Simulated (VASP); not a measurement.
A run of VASP 6.6.1 is set up as follows.

Contents of INCAR:

```
PREC     = Accurate       # precision mode
ENCUT    = 600            # plane-wave cutoff, eV
EDIFF    = 1E-7           # SCF threshold, eV
ISMEAR   = 0              # smearing method
SIGMA    = 0.02           # smearing width, eV
LREAL    = F              # projectors in reciprocal space
LASPH    = T              # aspherical terms in the spheres
NELM     = 120            # most SCF steps
ALGO     = Normal         # electronic algorithm
ISIF     = 3              # what is computed and relaxed
LWAVE    = F              # write WAVECAR
LCHARG   = F              # write CHGCAR
GGA      = PS             # functional
IBRION   = 2              # ionic algorithm
NSW      = 100            # ionic steps
EDIFFG   = -0.002         # ionic threshold
GGA_COMPAT= F            
NELMIN   = 4
```

File KPOINTS:

```
regular mesh
0
Gamma
  9 9 6
```

The input POSCAR:

```
C
1.0
    2.4983272128      0.0000000000      0.0000000000
   -1.2491636064      2.1636148332      0.0000000000
    0.0000000000      0.0000000000      4.1607631057
C
4
Direct
    0.3333333333      0.6666666667     -0.0001397423
    0.6666666667      0.3333333333      0.4998602577
    0.3333333333      0.6666666667      0.3741397423
    0.6666666667      0.3333333333      0.8741397423
```

Potentials or basis: VASP PAW PBE potentials, release 64 (C).

Run with:

```bash
$ cat potpaw_PBE.64/C/POTCAR > POTCAR
$ mpirun -np 1 vasp_std > vasp.out
```

(1) Estimate the relaxed volume.

(2) Estimate the space group after relaxing (to 0.1 Å).

(3) Predict the relaxed cell.

(4) Predict the band gap on the k mesh.

Results:

(1) 5.63 Å³/atom.

(2) P6_3/mmc (No. 194).

(3) a = 2.500 Å, b = 2.500 Å, c = 4.162 Å, α = 90.00°, β = 90.00°, γ = 120.00°.

(4) 3.05 eV (least direct gap 4.92 eV).

Caveat: the PAW data sets were made with another functional, which shifts forces and pressure a little; an odd mesh through Γ misses points on the zone boundary, where band edges can lie.
